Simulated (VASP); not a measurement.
Runs of VASP 6.6.1 on MoP3. The structure is that of space group Pm-3m (No. 221), or close to it. The cells are those of the table. 

```csv
task,cell,k mesh,cutoff (eV),gap on the mesh (eV),pressure (GPa),relaxed volume (Å³/atom)
single point,"a = 3.853 Å, 4 atoms",12 × 12 × 12,520,none,0.0,-
single point,"a = 3.862 Å, 4 atoms",4 × 4 × 4,520,none,(a),-
single point,"a = 4.019 Å, 4 atoms",4 × 4 × 4,520,none,-12.4,-
relaxation of cell and atoms,"relaxed from a = 3.862 Å, 4 atoms",12 × 12 × 12,600,none,0.0,14.29
relaxation of cell and atoms,"relaxed from a = 4.019 Å, 4 atoms",4 × 4 × 4,600,none,0.1,14.39
```

Alike in all rows: level PBE; potentials or basis VASP PAW PBE potentials, release 64 (Mo_sv, P); no spin polarisation; smearing gaussian 0.1 eV.

Fill in the values left out.

(a) -0.1.

Caveats: some runs use coarse meshes.

A k mesh can miss the band edges, and the runs leave out spin-orbit coupling on Mo.

A gap of «none» marks levels without a gap at the run's occupations.
